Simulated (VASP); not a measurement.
# Zr (Pm-3m) in VASP: a series of runs

Runs on Zr. Level: PBE. Tasks: single point.

Program: VASP 6.6.1. These are calculated values, not measurements. Logs are shortened: lines on timing, memory, paths and dates and some standing lists are left out, and cuts for length are marked.

**1. The cell of the first run**

Symmetry: Pm-3m, No. 221, cubic system. Conventional cell: a = 2.792 Å, b = 2.792 Å, c = 2.792 Å, α = 90.00°, β = 90.00°, γ = 90.00°. Zr (site symmetry m-3m) has 6 Zr at 2.79 Å within 3.7 Å.

**2. Single point, PBE (volume scaled by 0.88)**

INCAR reads:

```
SYSTEM = Zr
  PREC = Accurate
  ENCUT = 520
  EDIFF = 1E-6
  ISMEAR = -1
  SIGMA = 0.1
  LREAL = .False.
  LASPH = .True.
  NELM = 80
  ALGO = Normal
  ISIF = 2
  LWAVE = .False.
  LCHARG = .True.
  GGA = PE
  LELF = .True.
  LVHAR = .True.
  NBANDS = 12
```

KPOINTS reads:

```
Automatic mesh
0
Gamma
  18 18 18
  0 0 0
```

POSCAR reads:

```
Zr
1.0
    2.7919454221      0.0000000000      0.0000000000
    0.0000000000      2.7919454221      0.0000000000
    0.0000000000      0.0000000000      2.7919454221
Zr
1
Direct
    0.0000000000      0.0000000000      0.0000000000
```

Potentials or basis: VASP PAW PBE potentials, release 64 (Zr_sv).

Run with:

```bash
cat potpaw_PBE.64/Zr_sv/POTCAR > POTCAR
mpirun -np 1 vasp_std > vasp.out
```

OUTCAR:

```text
SYSTEM = Zr
   PREC = Accurate
   ENCUT = 520
   EDIFF = 1E-6
   ISMEAR = -1
   LREAL = .False.
   LASPH = .True.
   NELM = 80
   ISIF = 2
   GGA = PE

 ion  position               nearest neighbor table
   1  0.000  0.000  0.000-

  LATTYP: Found a simple cubic cell.
 ALAT       =     2.7919454221

  Lattice vectors:

 A1 = (   2.7919454221,   0.0000000000,   0.0000000000)
 A2 = (   0.0000000000,   2.7919454221,   0.0000000000)
 A3 = (   0.0000000000,   0.0000000000,   2.7919454221)

Analysis of symmetry for initial positions (statically):
=====================================================================
 Subroutine PRICEL returns:
 Original cell was already a primitive cell.

 Routine SETGRP: Setting up the symmetry group for a
 simple cubic supercell.

 Subroutine GETGRP returns: Found 48 space group operations
 (whereof 48 operations were pure point group operations)
 out of a pool of 48 trial point group operations.

The static configuration has the point symmetry O_h .

Analysis of symmetry for dynamics (positions and initial velocities):
=====================================================================
 Subroutine PRICEL returns:
 Original cell was already a primitive cell.

 Routine SETGRP: Setting up the symmetry group for a
 simple cubic supercell.

 Subroutine GETGRP returns: Found 48 space group operations
 (whereof 48 operations were pure point group operations)
 out of a pool of 48 trial point group operations.

The dynamic configuration has the point symmetry O_h .

 Subroutine INISYM returns: Found 48 space group operations
 (whereof 48 operations are pure point group operations),
 and found     1 'primitive' translations

----------------------------------------------------------------------------------------

                                     Primitive cell

  volume of cell :      21.7631

  direct lattice vectors                    reciprocal lattice vectors
     2.791945422  0.000000000  0.000000000     0.358173191  0.000000000  0.000000000
     0.000000000  2.791945422  0.000000000     0.000000000  0.358173191  0.000000000
     0.000000000  0.000000000  2.791945422     0.000000000  0.000000000  0.358173191

  length of vectors
     2.791945422  2.791945422  2.791945422     0.358173191  0.358173191  0.358173191

  position of ions in fractional coordinates (direct lattice)
     0.000000000  0.000000000  0.000000000

  ion indices of the primitive-cell ions
   primitive index   ion index
                 1           1

----------------------------------------------------------------------------------------

 KPOINTS: Automatic mesh

Automatic generation of k-mesh.
 Grid dimensions read from file:
 generate k-points for:   18   18   18

 Generating k-lattice:

  Cartesian coordinates                     Fractional coordinates (reciprocal lattice)
     0.019898511  0.000000000  0.000000000     0.055555556  0.000000000  0.000000000
     0.000000000  0.019898511  0.000000000     0.000000000  0.055555556  0.000000000
     0.000000000  0.000000000  0.019898511     0.000000000  0.000000000  0.055555556

  Length of vectors
     0.019898511  0.019898511  0.019898511

  Shift w.r.t. Gamma in fractional coordinates (k-lattice)
     0.000000000  0.000000000  0.000000000

 Subroutine IBZKPT returns following result:
 ===========================================

 Found    220 irreducible k-points:

 Following reciprocal coordinates:
            Coordinates               Weight
  0.000000  0.000000  0.000000      1.000000
  0.055556  0.000000  0.000000      6.000000
  0.111111  0.000000  0.000000      6.000000
  0.166667  0.000000  0.000000      6.000000
  0.222222  0.000000  0.000000      6.000000
  0.277778  0.000000  0.000000      6.000000
[... 16 lines left out ...]
  0.277778  0.111111  0.000000     24.000000
  0.333333  0.111111  0.000000     24.000000
 [... further k-points ...]
   k-points           NKPTS =    220   k-points in BZ     NKDIM =    220   number of bands    NBANDS=     12
   number of dos      NEDOS =    301   number of ions     NIONS =      1
   total plane-waves  NPLWV =  13824
   dimension x,y,z NGX =    24 NGY =   24 NGZ =   24
   dimension x,y,z NGXF=    48 NGYF=   48 NGZF=   48
   ions per type =               1
   NGX,Y,Z   is equivalent  to a cutoff of  14.29, 14.29, 14.29 a.u.
   NGXF,Y,Z  is equivalent  to a cutoff of  28.58, 28.58, 28.58 a.u.
 SYSTEM =  Zr
   PREC   = accura    normal or accurate (medium, high low for compatibility)
   ISTART =      0    job   : 0-new  1-cont  2-samecut
   ICHARG =      2    charge: 1-file 2-atom 10-const
   ISPIN  =      1    spin polarized calculation?
   LNONCOLLINEAR =      F non collinear calculations
   LSORBIT =      F    spin-orbit coupling
   LASPH  =      T    aspherical Exc in radial PAW
   ENCUT  =  520.0 eV  38.22 Ry    6.18 a.u.   5.19  5.19  5.19*2*pi/ulx,y,z
   NELM   =     80;   NELMIN=  2; NELMDL= -5     # of ELM steps
   EDIFF  = 0.1E-05   stopping-criterion for ELM
   LREAL  =      F    real-space projection
   EDIFFG = 0.1E-04   stopping-criterion for IOM
   NSW    =      0    number of steps for IOM
   IBRION =     -1    ionic relax: 0-MD 1-quasi-New 2-CG
   NFREE  =      0    steps in history (QN), initial steepest desc. (CG)
   ISIF   =      2    stress and relaxation
   ISYM   =      2    0-nonsym 1-usesym 2-fastsym
   POTIM  = 0.5000    time-step for ionic-motion
   TEBEG  =    0.0;   TEEND  =   0.0 temperature during run
   PSTRESS=    0.0 pullay stress
   NELECT =      12.0000    total number of electrons
   NUPDOWN=      -1.0000    fix difference up-down
   EMIN   =  10.00;   EMAX   =-10.00  energy-range for DOS
   EFERMI =   0.00;   METHOD = LEGACY
   ISMEAR =    -1;   SIGMA  =   0.10  broadening in eV -4-tet -1-fermi 0-gaus
   EFERMI_NEDOS =   21; number of points for ismear=-14 and -15
   IALGO  =     38    algorithm
   IMIX   =      4    mixing-type and parameters
     AMIX     =   0.40;   BMIX     =  1.00
     AMIX_MAG =   1.60;   BMIX_MAG =  1.00
  volume/ion in A,a.u.               =      21.76       146.86
  Fermi-wavevector in a.u.,A,eV,Ry     =   1.342440  2.536844 24.519685  1.802146
  Thomas-Fermi vector in A             =   2.470594
   LORBIT       =      0    0 simple, 1 ext, 2 COOP (PROOUT), +10 PAW based schemes
   GGA     = PE    functional components
   LHFCALC =     F    Hartree Fock is set to
   AEXX    =    0.0000 exact exchange contribution
   IVDW    =     0    specifies the selected vdW correction
   LEPSILON=     F    determine dielectric tensor
   LRPA    =     F    only Hartree local field effects (RPA)
 non-spin polarized calculation
  energy-cutoff  :      520.00
  volume of cell :       21.76
 maximum number of plane-waves:       624
 NGX is ok and might be reduce to    24
   NGX = 11   NGY = 11   NGZ = 11

 number of electron      12.0000001 magnetization

 Free energy of the ion-electron system (eV)
  ---------------------------------------------------
  ext. energy  EPLUGINS =         0.00000000
  ---------------------------------------------------
  free energy    TOTEN  =        -7.57178920 eV

  energy without entropy =       -7.52075125  energy(sigma->0) =       -7.54627022

 E-fermi :   9.4422     XC(G=0): -11.2909

 val. band max:        9.4396041359   @ k =   0.5000   0.2778   0.2222
 cond. band min:       9.4428710289   @ k =   0.5000   0.3333   0.2222
 fundamental gap:      0.0032668930
 Fermi energy:         9.4421942528

 k-point     1 :       0.0000    0.0000    0.0000
  band No.  band energies     occupation
      1     -39.1108      2.00000
      2     -16.2824      2.00000
      3     -16.2824      2.00000
      4     -16.2824      2.00000
      5       4.2138      2.00000
      6       7.4018      2.00000
      7       7.4018      2.00000
      8      15.7994      0.00000
      9      15.7994      0.00000
     10      15.7994      0.00000
     11      23.3154      0.00000
     12      23.3154      0.00000

 k-point     2 :       0.0556    0.0000    0.0000
  band No.  band energies     occupation
      1     -39.1042      2.00000
      2     -16.3398      2.00000
      3     -16.2776      2.00000
      4     -16.2776      2.00000
      5       4.3037      2.00000
      6       7.4274      2.00000
      7       7.5042      2.00000
      8      15.6249      0.00000
      9      15.6249      0.00000
     10      15.8105      0.00000
     11      22.8921      0.00000
     12      23.5273      0.00000

 k-point     3 :       0.1111    0.0000    0.0000
  band No.  band energies     occupation
      1     -39.0850      2.00000
      2     -16.5023      2.00000
      3     -16.2637      2.00000
      4     -16.2637      2.00000
      5       4.5576      2.00000
      6       7.5021      2.00000
      7       7.8076      2.00000
      8      15.1687      0.00000
      9      15.1687      0.00000
     10      15.8428      0.00000
     11      21.9272      0.00000
     12      24.0893      0.00000

 k-point     4 :       0.1667    0.0000    0.0000
  band No.  band energies     occupation
      1     -39.0555      2.00000
      2     -16.7446      2.00000
      3     -16.2423      2.00000
      4     -16.2423      2.00000
      5       4.9364      2.00000
      6       7.6201      2.00000
      7       8.2916      1.99998
      8      14.5661      0.00000
      9      14.5661      0.00000
     10      15.8928      0.00000
     11      20.8410      0.00000
     12      24.8513      0.00000

 k-point     5 :       0.2222    0.0000    0.0000
  band No.  band energies     occupation
      1     -39.0190      2.00000
      2     -17.0318      2.00000
      3     -16.2160      2.00000
      4     -16.2160      2.00000
      5       5.3955      2.00000
      6       7.7708      2.00000
      7       8.8976      1.99141
      8      13.9332      0.00000
      9      13.9332      0.00000
     10      15.9550      0.00000
     11      19.8793      0.00000
     12      24.9867      0.00000
[... 228 lines left out ...]
      1     -39.0300      2.00000
      2     -16.7234      2.00000
      3     -16.4574      2.00000
      4     -16.2239      2.00000
      5       5.2708      2.00000
      6       7.9157      2.00000
      7       8.4874      1.99986
      8      13.8604      0.00000
      9      14.5922      0.00000
     10      15.3411      0.00000
     11      21.5333      0.00000
     12      23.2991      0.00000

 k-point    22 :       0.2222    0.1111    0.0000
  band No.  band energies     occupation
      1     -38.9936      2.00000
      2     -17.0080      2.00000
      3     -16.4290      2.00000
      4     -16.1977      2.00000
      5       5.7168      2.00000
      6       8.0781      2.00000
      7       9.0575      1.95819
      8      13.2568      0.00000
      9      13.9863      0.00000
     10      15.4018      0.00000
     11      20.5213      0.00000
     12      23.9366      0.00000

 k-point    23 :       0.2778    0.1111    0.0000
  band No.  band energies     occupation
      1     -38.9546      2.00000
      2     -17.3004      2.00000
      3     -16.3983      2.00000
      4     -16.1697      2.00000
      5       6.2031      2.00000
      6       8.2514      1.99999
      7       9.5755      0.41724
      8      12.8186      0.00000
      9      13.4132      0.00000
     10      15.4783      0.00000
     11      19.7540      0.00000
     12      24.1692      0.00000

 k-point    24 :       0.3333    0.1111    0.0000
  band No.  band energies     occupation
      1     -38.9175      2.00000
      2     -17.5661      2.00000
      3     -16.3692      2.00000
      4     -16.1432      2.00000
      5       6.7064      2.00000
      6       8.4247      1.99992
      7       9.8006      0.05405
      8      12.6690      0.00000
      9      12.9283      0.00000
     10      15.5539      0.00000
     11      19.3612      0.00000
     12      23.5662      0.00000

 [... further k-points ...]

------------------------ aborting loop because EDIFF is reached ----------------------------------------

  FORCE on cell =-STRESS in cart. coord.  units (eV):
  Direction    XX          YY          ZZ          XY          YZ          ZX
  --------------------------------------------------------------------------------------
  -------------------------------------------------------------------------------------
  Total        1.5367700      1.5367700      1.5367700     -0.0000000      0.0000000     -0.0000000
  in kB      113.1354415    113.1354415    113.1354415     -0.0000000      0.0000000     -0.0000000
  external PRESSURE =     113.1354415 kB  Pullay stress =       0.0000000 kB

 VOLUME and BASIS-vectors are now :
 -----------------------------------------------------------------------------
  energy-cutoff  :      520.00
  volume of cell :       21.76
      direct lattice vectors                 reciprocal lattice vectors
     2.791945422  0.000000000  0.000000000     0.358173191  0.000000000  0.000000000
     0.000000000  2.791945422  0.000000000     0.000000000  0.358173191  0.000000000
     0.000000000  0.000000000  2.791945422     0.000000000  0.000000000  0.358173191

 POSITION                                       TOTAL-FORCE (eV/Angst)
 -----------------------------------------------------------------------------------
      0.00000      0.00000      0.00000         0.000000      0.000000      0.000000
 -----------------------------------------------------------------------------------
    total drift:                                0.000000      0.000000      0.000000

  FREE ENERGIE OF THE ION-ELECTRON SYSTEM (eV)
  ---------------------------------------------------
  free  energy   TOTEN  =        -7.5717892028 eV

  energy  without entropy=       -7.5207512458  energy(sigma->0) =       -7.54627022
```

It took 25 s on 1 thread of Intel Xeon 6975P-C, shared host; peak memory 0.18 GiB.

What came out:

```yaml
Free_energy: -7.5718 eV
Pressure: 11.3 GPa
Band_gap_on_the_k_mesh: zero (band 6 reaches 10.54 eV, above the bottom of band 7 at 7.40 eV)
```

Levels at points of the mesh, in eV from the Fermi level:
| k point | band 2 | band 3 | band 4 | band 5 | band 6 | band 7 | band 8 | band 9 | band 10 | band 11 |
| --- | --- | --- | --- | --- | --- | --- | --- | --- | --- | --- |
| (0.00, 0.00, 0.00) | -25.72 | -25.72 | -25.72 | -5.23 | -2.04 | -2.04 | 6.36 | 6.36 | 6.36 | 13.87 |
| (0.50, 0.00, 0.00) | -27.43 | -25.56 | -25.56 | -2.00 | -1.06 | 0.66 | 2.74 | 2.74 | 6.75 | 10.63 |
| (0.50, 0.50, 0.00) | -27.16 | -27.16 | -25.41 | -3.66 | -0.25 | 3.52 | 3.52 | 5.74 | 5.74 | 8.68 |
| (0.50, 0.50, 0.50) | -26.93 | -26.93 | -26.93 | -1.94 | -1.94 | -1.94 | 6.48 | 8.95 | 8.95 | 12.30 |

[end of part 1 of 3]
